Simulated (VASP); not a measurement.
# CsH (I4/mmm) in VASP: a series of runs, part 2 of 2

VASP 6.6.1. Earlier steps stand in the parts before.

## 3. Single point, LDA

File INCAR:

```
PREC = Accurate ; ENCUT = 520
EDIFF = 1E-6 ; ISMEAR = 0
SIGMA = 0.02 ; LREAL = F
LASPH = T ; NELM = 100
ALGO = Normal ; ISIF = 2
LWAVE = F ; LCHARG = F
GGA = CA ; NBANDS = 18
```

File KPOINTS:

```
Automatic mesh
0
Gamma
  6 6 6
```

File POSCAR:

```
CsH
1.0
    3.0462570287      3.0462570287      0.0000000000
   -3.0462570287      3.0462570287      0.0000000000
    0.0000000000      0.0000000000      6.2242811912
Cs H
2 2
Direct
    0.0000000000      0.0000000000      0.0000000000
    0.5000000000      0.5000000000      0.5000000000
    0.5000000000      0.5000000000      0.0000000000
    0.0000000000      0.0000000000      0.5000000000
```

Potentials or basis: VASP PAW LDA potentials, release 64 (Cs_sv, H).

On the command line:

```console
$ cat potpaw_LDA.64/Cs_sv/POTCAR potpaw_LDA.64/H/POTCAR > POTCAR
$ mpirun -np 1 vasp_std > vasp.out
```

OUTCAR:

```text
PREC = Accurate
   ENCUT = 520
   EDIFF = 1E-6
   ISMEAR = 0
   LREAL = F
   LASPH = T
   NELM = 100
   ISIF = 2
   GGA = CA

 ion  position               nearest neighbor table
   1  0.000  0.000  0.000-
   2  0.500  0.500  0.500-
   3  0.500  0.500  0.000-
   4  0.000  0.000  0.500-

  LATTYP: Found a simple tetragonal cell.
 ALAT       =     4.3080580045
 C/A-ratio  =     1.4447997647

  Lattice vectors:

 A1 = (   3.0462570287,   3.0462570287,   0.0000000000)
 A2 = (  -3.0462570287,   3.0462570287,   0.0000000000)
 A3 = (   0.0000000000,   0.0000000000,   6.2242811912)

Analysis of symmetry for initial positions (statically):
=====================================================================
 Subroutine PRICEL returns following result:

  LATTYP: Found a body centered tetragonal cell.
 ALAT       =     4.3080580045
 C/A-ratio  =     1.4447997647

  Lattice vectors:

 A1 = (   3.0462570287,   0.0000000000,  -3.1121405956)
 A2 = (  -3.0462570287,   0.0000000000,  -3.1121405956)
 A3 = (   0.0000000000,   3.0462570287,   3.1121405956)

   2 primitive cells build up your supercell.

 Routine SETGRP: Setting up the symmetry group for a
 simple tetragonal supercell.

 Subroutine GETGRP returns: Found 16 space group operations
 (whereof 16 operations were pure point group operations)
 out of a pool of 16 trial point group operations.

The static configuration has the point symmetry D_4h.

Analysis of symmetry for dynamics (positions and initial velocities):
[... 132 lines left out ...]
   PSTRESS=    0.0 pullay stress
   NELECT =      20.0000    total number of electrons
   NUPDOWN=      -1.0000    fix difference up-down
   EMIN   =  10.00;   EMAX   =-10.00  energy-range for DOS
   EFERMI =   0.00;   METHOD = LEGACY
   ISMEAR =     0;   SIGMA  =   0.02  broadening in eV -4-tet -1-fermi 0-gaus
   EFERMI_NEDOS =   21; number of points for ismear=-14 and -15
   IALGO  =     38    algorithm
   IMIX   =      4    mixing-type and parameters
     AMIX     =   0.40;   BMIX     =  1.00
     AMIX_MAG =   1.60;   BMIX_MAG =  1.00
  volume/ion in A,a.u.               =      28.88       194.89
  Fermi-wavevector in a.u.,A,eV,Ry     =   0.912432  1.724247 11.327299  0.832533
  Thomas-Fermi vector in A             =   2.036828
   LORBIT       =      0    0 simple, 1 ext, 2 COOP (PROOUT), +10 PAW based schemes
   GGA     = CA    functional components
   LHFCALC =     F    Hartree Fock is set to
   AEXX    =    0.0000 exact exchange contribution
   IVDW    =     0    specifies the selected vdW correction
   LEPSILON=     F    determine dielectric tensor
   LRPA    =     F    only Hartree local field effects (RPA)
 non-spin polarized calculation
 Gauss-broadening in eV      SIGMA  =   0.02
  energy-cutoff  :      520.00
  volume of cell :      115.52
 maximum number of plane-waves:      3160
   NGX = 17   NGY = 17   NGZ = 23

 number of electron      20.0000002 magnetization

 Free energy of the ion-electron system (eV)
  ---------------------------------------------------
  ext. energy  EPLUGINS =         0.00000000
  ---------------------------------------------------
  free energy    TOTEN  =        -9.84306652 eV

  energy without entropy =       -9.84306652  energy(sigma->0) =       -9.84306652

 E-fermi :   0.7861     XC(G=0):  -7.9520

 val. band max:        0.6504165539   @ k =   0.5000   0.0000   0.5000
 cond. band min:       2.4048434107   @ k =   0.5000   0.0000   0.5000
 fundamental gap:      1.7544268568
 Fermi energy:         0.7860687746

 k-point     1 :       0.0000    0.0000    0.0000
  band No.  band energies     occupation
      1     -20.8987      2.00000
      2     -20.7384      2.00000
      3      -8.2355      2.00000
      4      -7.5603      2.00000
      5      -7.5603      2.00000
      6      -7.2194      2.00000
[... 481 lines left out ...]
      5      -7.4200      2.00000
      6      -7.4200      2.00000
[... 10 lines left out ...]
     17       7.7938      0.00000
     18       7.7938      0.00000

 [... further k-points ...]

------------------------ aborting loop because EDIFF is reached ----------------------------------------

  FORCE on cell =-STRESS in cart. coord.  units (eV):
  Direction    XX          YY          ZZ          XY          YZ          ZX
  --------------------------------------------------------------------------------------
  -------------------------------------------------------------------------------------
  Total        0.0394747      0.0394747     -0.4220122      0.0000000      0.0000000     -0.0000000
  in kB        0.5474916      0.5474916     -5.8530650      0.0000000      0.0000000     -0.0000000
  external PRESSURE =      -1.5860273 kB  Pullay stress =       0.0000000 kB

 VOLUME and BASIS-vectors are now :
 -----------------------------------------------------------------------------
  energy-cutoff  :      520.00
  volume of cell :      115.52
      direct lattice vectors                 reciprocal lattice vectors
     3.046257029  3.046257029  0.000000000     0.164135854  0.164135854  0.000000000
    -3.046257029  3.046257029  0.000000000    -0.164135854  0.164135854  0.000000000
     0.000000000  0.000000000  6.224281191     0.000000000  0.000000000  0.160661122

 POSITION                                       TOTAL-FORCE (eV/Angst)
 -----------------------------------------------------------------------------------
      0.00000      0.00000      0.00000         0.000000     -0.000000      0.000000
      0.00000      3.04626      3.11214        -0.000000      0.000000      0.000000
      0.00000      3.04626      0.00000         0.000000      0.000000      0.000000
      0.00000      0.00000      3.11214         0.000000     -0.000000      0.000000
 -----------------------------------------------------------------------------------
    total drift:                               -0.000000      0.000000     -0.000000

  FREE ENERGIE OF THE ION-ELECTRON SYSTEM (eV)
  ---------------------------------------------------
  free  energy   TOTEN  =        -9.8430665166 eV

  energy  without entropy=       -9.8430665166  energy(sigma->0) =       -9.84306652
```

OSZICAR:

```text
N       E                     dE             d eps       ncg     rms          rms(c)
DAV:   1     0.104272253249E+03    0.10427E+03   -0.80874E+03  1440   0.923E+02
DAV:   2    -0.200156266661E+01   -0.10627E+03   -0.10211E+03  1826   0.154E+02
DAV:   3    -0.114033859760E+02   -0.94018E+01   -0.93777E+01  1866   0.507E+01
DAV:   4    -0.114969614817E+02   -0.93576E-01   -0.93557E-01  1794   0.581E+00
DAV:   5    -0.114974882644E+02   -0.52678E-03   -0.52675E-03  1842   0.438E-01    0.513E+00
DAV:   6    -0.101336868596E+02    0.13638E+01   -0.15296E+00  1542   0.394E+00    0.218E+00
DAV:   7    -0.983362905838E+01    0.30006E+00   -0.16948E+00  1596   0.352E+00    0.864E-01
DAV:   8    -0.986122565988E+01   -0.27597E-01   -0.17670E-01  1546   0.151E+00    0.556E-01
DAV:   9    -0.984273649048E+01    0.18489E-01   -0.45554E-02  1588   0.661E-01    0.856E-02
DAV:  10    -0.984314914814E+01   -0.41266E-03   -0.63756E-03  1682   0.243E-01    0.632E-02
DAV:  11    -0.984309959835E+01    0.49550E-04   -0.15834E-04  1620   0.485E-02    0.253E-02
DAV:  12    -0.984306573090E+01    0.33867E-04   -0.16324E-04  1580   0.361E-02    0.153E-03
DAV:  13    -0.984306651663E+01   -0.78574E-06   -0.78866E-06  1494   0.108E-02
   1 F= -.98430665E+01 E0= -.98430665E+01  d E =-.219210E-23
```

stdout:

```text
POSCAR found type information on POSCAR CsH
 POSCAR found :  2 types and       4 ions
 scaLAPACK will be used
 LDA part: xc-table for (Slater(with rela. corr.)+CA(PZ))
 , standard interpolation
 POSCAR, INCAR and KPOINTS ok, starting setup
 FFT: planning ... GRIDC
 FFT: planning ... GRID_SOFT
 FFT: planning ... GRID
 WAVECAR not read
 entering main loop
```

It took 49 s on 1 thread of Intel Xeon Platinum 8559C (Emerald Rapids), shared host; peak memory 0.21 GiB.

What came out:

```
Free energy            : -9.8431 eV
Pressure               : -0.2 GPa
Band gap on the k mesh : 1.75 eV
```

Stress tensor (GPa, compression positive):
```
 0.05  0.00  0.00
 0.00  0.05  0.00
 0.00  0.00 -0.59
```

Caveat: spin-orbit coupling is left out, which moves the levels of the heavy elements. A k mesh can miss the band edges.
